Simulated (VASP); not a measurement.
# KTaO3 (Pm-3m) in VASP: a series of runs, part 2 of 2

VASP 6.6.1. Earlier steps stand in the parts before.

## (3) Single point, PBE

This run uses another cell than the first one, of 12.71 Å³/atom, 1.029 times its volume.

INCAR

```
ALGO = Normal ; EDIFF = 1E-6
ENCUT = 520 ; GGA = PE
ISIF = 2 ; ISMEAR = -1
LASPH = T ; LCHARG = F
LREAL = F ; LWAVE = F
NBANDS = 27 ; NELM = 100
PREC = Accurate ; SIGMA = 0.02
```

KPOINTS

```
k-points
0
Gamma
  6 6 6
```

POSCAR

```
KTaO3
1.0
    3.9901311086      0.0000000000      0.0000000000
    0.0000000000      3.9901311086      0.0000000000
    0.0000000000      0.0000000000      3.9901311086
K Ta O
1 1 3
Direct
    0.0000000000      0.0000000000      0.0000000000
    0.5000000000      0.5000000000      0.5000000000
    0.5000000000      0.5000000000      0.0000000000
    0.5000000000      0.0000000000      0.5000000000
    0.0000000000      0.5000000000      0.5000000000
```

Potentials or basis: VASP PAW PBE potentials, release 64 (K_sv, Ta_pv, O).

Run with:

```sh
$ cat potpaw_PBE.64/K_sv/POTCAR potpaw_PBE.64/Ta_pv/POTCAR potpaw_PBE.64/O/POTCAR > POTCAR
$ mpirun -np 1 vasp_std > vasp.out
```

OUTCAR:

```text
EDIFF = 1E-6
   ENCUT = 520
   GGA = PE
   ISIF = 2
   ISMEAR = -1
   LASPH = T
   LREAL = F
   NELM = 100
   PREC = Accurate

 ion  position               nearest neighbor table
   1  0.000  0.000  0.000-   3 2.82   4 2.82   5 2.82   4 2.82   5 2.82   3 2.82   5 2.82   5 2.82
                             3 2.82   4 2.82   4 2.82   3 2.82   2 3.46   2 3.46   2 3.46   2 3.46
   2  0.500  0.500  0.500-   3 2.00   4 2.00   5 2.00   3 2.00   4 2.00   5 2.00   1 3.46   1 3.46
                             1 3.46   1 3.46   1 3.46   1 3.46   1 3.46   1 3.46
   3  0.500  0.500  0.000-   2 2.00   2 2.00   1 2.82   1 2.82   1 2.82   1 2.82
   4  0.500  0.000  0.500-   2 2.00   2 2.00   1 2.82   1 2.82   1 2.82   1 2.82
   5  0.000  0.500  0.500-   2 2.00   2 2.00   1 2.82   1 2.82   1 2.82   1 2.82

  LATTYP: Found a simple cubic cell.
 ALAT       =     3.9901311086

  Lattice vectors:

 A1 = (   3.9901311086,   0.0000000000,   0.0000000000)
 A2 = (   0.0000000000,   3.9901311086,   0.0000000000)
 A3 = (   0.0000000000,   0.0000000000,   3.9901311086)

Analysis of symmetry for initial positions (statically):
=====================================================================
 Subroutine PRICEL returns:
 Original cell was already a primitive cell.

 Routine SETGRP: Setting up the symmetry group for a
 simple cubic supercell.

 Subroutine GETGRP returns: Found 48 space group operations
 (whereof 48 operations were pure point group operations)
 out of a pool of 48 trial point group operations.

The static configuration has the point symmetry O_h .

Analysis of symmetry for dynamics (positions and initial velocities):
=====================================================================
 Subroutine PRICEL returns:
 Original cell was already a primitive cell.

 Routine SETGRP: Setting up the symmetry group for a
 simple cubic supercell.

 Subroutine GETGRP returns: Found 48 space group operations
 (whereof 48 operations were pure point group operations)
 out of a pool of 48 trial point group operations.

[... 121 lines left out ...]
     AMIX_MAG =   1.60;   BMIX_MAG =  1.00
  volume/ion in A,a.u.               =      12.71        85.74
  Fermi-wavevector in a.u.,A,eV,Ry     =   1.379375  2.606640 25.887452  1.902674
  Thomas-Fermi vector in A             =   2.504350
   LORBIT       =      0    0 simple, 1 ext, 2 COOP (PROOUT), +10 PAW based schemes
   GGA     = PE    functional components
   LHFCALC =     F    Hartree Fock is set to
   AEXX    =    0.0000 exact exchange contribution
   IVDW    =     0    specifies the selected vdW correction
   LEPSILON=     F    determine dielectric tensor
   LRPA    =     F    only Hartree local field effects (RPA)
 non-spin polarized calculation
  energy-cutoff  :      520.00
  volume of cell :       63.53
 maximum number of plane-waves:      1743
 NGX is ok and might be reduce to    30
   NGX = 15   NGY = 15   NGZ = 15

 number of electron      37.9999976 magnetization

 Free energy of the ion-electron system (eV)
  ---------------------------------------------------
  ext. energy  EPLUGINS =         0.00000000
  ---------------------------------------------------
  free energy    TOTEN  =       -41.03232316 eV

  energy without entropy =      -41.03232316  energy(sigma->0) =      -41.03232316

 E-fermi :   2.3495     XC(G=0): -10.8667

 val. band max:        1.7932729404   @ k =   0.5000   0.5000   0.5000
 cond. band min:       3.9648771801   @ k =   0.0000   0.0000   0.0000
 fundamental gap:      2.1716042397
 Fermi energy:         2.3495256017

 k-point     1 :       0.0000    0.0000    0.0000
  band No.  band energies     occupation
      1     -32.3384      2.00000
      2     -32.3384      2.00000
      3     -32.3384      2.00000
      4     -25.5311      2.00000
      5     -15.7536      2.00000
      6     -15.0476      2.00000
[... 589 lines left out ...]
     26      12.6450      0.00000
     27      13.9763      0.00000

------------------------ aborting loop because EDIFF is reached ----------------------------------------

  FORCE on cell =-STRESS in cart. coord.  units (eV):
  Direction    XX          YY          ZZ          XY          YZ          ZX
  --------------------------------------------------------------------------------------
  -------------------------------------------------------------------------------------
  Total        2.2939312      2.2939312      2.2939312     -0.0000000      0.0000000     -0.0000000
  in kB       57.8534776     57.8534776     57.8534776     -0.0000000      0.0000000     -0.0000000
  external PRESSURE =      57.8534776 kB  Pullay stress =       0.0000000 kB

 VOLUME and BASIS-vectors are now :
 -----------------------------------------------------------------------------
  energy-cutoff  :      520.00
  volume of cell :       63.53
      direct lattice vectors                 reciprocal lattice vectors
     3.990131109  0.000000000  0.000000000     0.250618331  0.000000000  0.000000000
     0.000000000  3.990131109  0.000000000     0.000000000  0.250618331  0.000000000
     0.000000000  0.000000000  3.990131109     0.000000000  0.000000000  0.250618331

 POSITION                                       TOTAL-FORCE (eV/Angst)
 -----------------------------------------------------------------------------------
      0.00000      0.00000      0.00000         0.000000      0.000000      0.000000
      1.99507      1.99507      1.99507         0.000000      0.000000      0.000000
      1.99507      1.99507      0.00000         0.000000      0.000000      0.000000
      1.99507      0.00000      1.99507         0.000000      0.000000      0.000000
      0.00000      1.99507      1.99507         0.000000      0.000000      0.000000
 -----------------------------------------------------------------------------------
    total drift:                                0.000000      0.000000     -0.000000

  FREE ENERGIE OF THE ION-ELECTRON SYSTEM (eV)
  ---------------------------------------------------
  free  energy   TOTEN  =       -41.0323231596 eV

  energy  without entropy=      -41.0323231596  energy(sigma->0) =      -41.03232316
```

Wall time 66 s (1 thread of AMD EPYC 7R43 (Zen 3), shared host); peak memory 0.15 GiB.

Results:

| Quantity | Value |
| --- | --- |
| Free energy | -41.0323 eV |
| Pressure | 5.8 GPa |
| Band gap on the k mesh | 2.17 eV, indirect (least direct gap 2.79 eV) |

Caveat: spin-orbit coupling is left out, which moves the levels of the heavy elements.

## (4) Single point, LDA

This run uses another cell than the first one, of 12.71 Å³/atom, 1.029 times its volume.

INCAR

```
ALGO = Normal
EDIFF = 1E-6
ENCUT = 520
ISIF = 2
ISMEAR = 0
LASPH = T
LCHARG = F
LREAL = F
LWAVE = F
NBANDS = 27
NELM = 100
PREC = Accurate
SIGMA = 0.01
```

KPOINTS is that of step 3.

POSCAR is that of step 3.

Potentials or basis: VASP PAW LDA potentials, release 64 (K_sv, Ta_pv, O).

Run with:

```sh
$ cat potpaw_LDA.64/K_sv/POTCAR potpaw_LDA.64/Ta_pv/POTCAR potpaw_LDA.64/O/POTCAR > POTCAR
$ mpirun -np 1 vasp_std > vasp.out
```

Wall time 49 s (1 thread of AMD EPYC 7R43 (Zen 3), shared host); peak memory 0.13 GiB.

It converged, with:

```yaml
Free_energy: -45.0382 eV
Pressure: -4.7 GPa
Band_gap_on_the_k_mesh: 2.02 eV, indirect (least direct gap 2.64 eV)
```

Levels at points of the mesh, in eV from the valence-band top:
| k point | band 16 | band 17 | band 18 | band 19 | band 20 | band 21 | band 22 | band 23 |
| --- | --- | --- | --- | --- | --- | --- | --- | --- |
| (0.00, 0.00, 0.00) | -1.08 | -0.63 | -0.63 | -0.63 | 2.02 | 2.02 | 2.02 | 6.37 |
| (0.50, 0.00, 0.00) | -2.19 | -1.56 | -0.86 | -0.86 | 2.18 | 4.92 | 4.92 | 6.78 |
| (0.50, 0.50, 0.00) | -1.65 | -1.45 | -1.45 | -0.04 | 4.96 | 4.96 | 6.24 | 7.63 |
| (0.50, 0.50, 0.50) | -3.95 | 0.00 | 0.00 | 0.00 | 6.38 | 6.38 | 6.38 | 8.72 |

Caveat: spin-orbit coupling is left out, which moves the levels of the heavy elements. A k mesh can miss the band edges.

## (5) Single point, PBEsol

This run uses another cell than the first one, of 12.66 Å³/atom, 1.026 times its volume.

INCAR

```
PREC = Accurate
ENCUT = 520
EDIFF = 1E-7
ISMEAR = -1
SIGMA = 0.02
LREAL = F
LASPH = T
NELM = 60
ALGO = Normal
ISIF = 2
LWAVE = F
LCHARG = F
GGA = PS
NBANDS = 27
```

KPOINTS

```
Automatic mesh
0
Gamma
  6 6 6
```

POSCAR, as its differences from that of step 4:

```diff
@@ -2,5 +2,5 @@
 1.0
-    3.9901311086      0.0000000000      0.0000000000
-    0.0000000000      3.9901311086      0.0000000000
-    0.0000000000      0.0000000000      3.9901311086
+    3.9853150680      0.0000000000      0.0000000000
+    0.0000000000      3.9853150680      0.0000000000
+    0.0000000000      0.0000000000      3.9853150680
 K Ta O
```

Potentials or basis: VASP PAW PBE potentials, release 64 (K_sv, Ta_pv, O).

Run with:

```sh
$ cat potpaw_PBE.64/K_sv/POTCAR potpaw_PBE.64/Ta_pv/POTCAR potpaw_PBE.64/O/POTCAR > POTCAR
$ mpirun -np 1 vasp_std > vasp.out
```

It took 55 s on 1 thread of AMD EPYC 7R43 (Zen 3), shared host; peak memory 0.15 GiB.

The run converged. Its results:

* Free energy: -42.9194 eV
* Pressure: 0.7 GPa
* Band gap on the k mesh: 2.09 eV, indirect (least direct gap 2.71 eV)

Levels at points of the mesh, in eV from the valence-band top:
```csv
k point,band 17,band 18,band 19,band 20,band 21,band 22
"(0.00, 0.00, 0.00)",-0.62,-0.62,-0.62,2.09,2.09,2.09
"(0.50, 0.00, 0.00)",-1.55,-0.85,-0.85,2.25,5.00,5.00
"(0.50, 0.50, 0.00)",-1.45,-1.45,-0.04,5.04,5.04,6.33
"(0.50, 0.50, 0.50)",0.00,0.00,0.00,6.47,6.47,6.47
```

Caveat: the PAW data sets were made with another functional, which shifts forces and pressure a little; spin-orbit coupling is left out, which moves the levels of the heavy elements.

## (6) Single point, PBE

This run uses another cell than the first one, of 13.04 Å³/atom, 1.056 times its volume.

INCAR

```
ALGO     = Normal         # electronic algorithm
EDIFF    = 1E-6           # SCF threshold, eV
ENCUT    = 520            # plane-wave cutoff, eV
GGA      = PE             # functional
ISIF     = 2              # what is computed and relaxed
ISMEAR   = -1             # smearing method
LASPH    = T              # aspherical terms in the spheres
LCHARG   = T              # write CHGCAR
LELF     = T              # ELF
LREAL    = F              # projectors in reciprocal space
LVHAR    = T            
LWAVE    = F              # write WAVECAR
NBANDS   = 27             # bands
NELM     = 100            # most SCF steps
PREC     = Accurate       # precision mode
SIGMA    = 0.02           # smearing width, eV
```

KPOINTS

```
k-points
0
Gamma
  6 6 6
```

POSCAR, as its differences from that of step 5:

```diff
@@ -2,5 +2,5 @@
 1.0
-    3.9853150680      0.0000000000      0.0000000000
-    0.0000000000      3.9853150680      0.0000000000
-    0.0000000000      0.0000000000      3.9853150680
+    4.0244249972      0.0000000000      0.0000000000
+    0.0000000000      4.0244249972      0.0000000000
+    0.0000000000      0.0000000000      4.0244249972
 K Ta O
```

Potentials or basis: VASP PAW PBE potentials, release 64 (K_sv, Ta_pv, O).

Run with:

```sh
$ cat potpaw_PBE.64/K_sv/POTCAR potpaw_PBE.64/Ta_pv/POTCAR potpaw_PBE.64/O/POTCAR > POTCAR
$ mpirun -np 1 vasp_std > vasp.out
```

Wall time 54 s (1 thread of AMD EPYC 7R43 (Zen 3), shared host); peak memory 0.15 GiB.

It converged, with:

```
Free energy            : -41.0665 eV
Pressure               : 0.6 GPa
Band gap on the k mesh : 2.11 eV, indirect (least direct gap 2.75 eV)
```

Levels at points of the mesh, in eV from the valence-band top:
```tsv
k point	band 15	band 16	band 17	band 18	band 19	band 20	band 21	band 22	band 23	band 24
(0.00, 0.00, 0.00)	-1.02	-1.02	-0.63	-0.63	-0.63	2.11	2.11	2.11	6.41	6.45
(0.50, 0.00, 0.00)	-2.31	-2.08	-1.45	-0.85	-0.85	2.26	4.84	4.84	6.49	8.11
(0.50, 0.50, 0.00)	-2.73	-1.70	-1.40	-1.40	-0.04	4.87	4.87	6.11	7.32	9.98
(0.50, 0.50, 0.50)	-3.82	-3.82	0.00	0.00	0.00	6.23	6.23	6.23	8.84	8.84
```

Caveat: spin-orbit coupling is left out, which moves the levels of the heavy elements. A k mesh can miss the band edges.

## (7) The runs side by side

```csv
level,potentials or basis,cell,smearing,gap on the mesh (eV),pressure (GPa)
LDA,"VASP PAW LDA potentials, release 64 (K_sv, Ta_pv, O)","a = 3.952 Å, 5 atoms",fermi-dirac 0.02 eV,2.07,1.4
PBE,"VASP PAW PBE potentials, release 64 (K_sv, Ta_pv, O)","a = 3.990 Å, 5 atoms",fermi-dirac 0.02 eV,2.17,5.8
LDA,"VASP PAW LDA potentials, release 64 (K_sv, Ta_pv, O)","a = 3.990 Å, 5 atoms",gaussian 0.01 eV,2.02,-4.7
PBEsol,"VASP PAW PBE potentials, release 64 (K_sv, Ta_pv, O)","a = 3.985 Å, 5 atoms",fermi-dirac 0.02 eV,2.09,0.7
PBE,"VASP PAW PBE potentials, release 64 (K_sv, Ta_pv, O)","a = 4.024 Å, 5 atoms",fermi-dirac 0.02 eV,2.11,0.6
```

Alike in all rows: task single point; no spin polarisation; k mesh 6 × 6 × 6; cutoff (eV) 520.

Caveats: spin-orbit coupling is left out, which moves the levels of the heavy elements; the PAW data sets were made with another functional, which shifts forces and pressure a little (some runs).

Absolute energies hang on the potentials; compare differences alone.
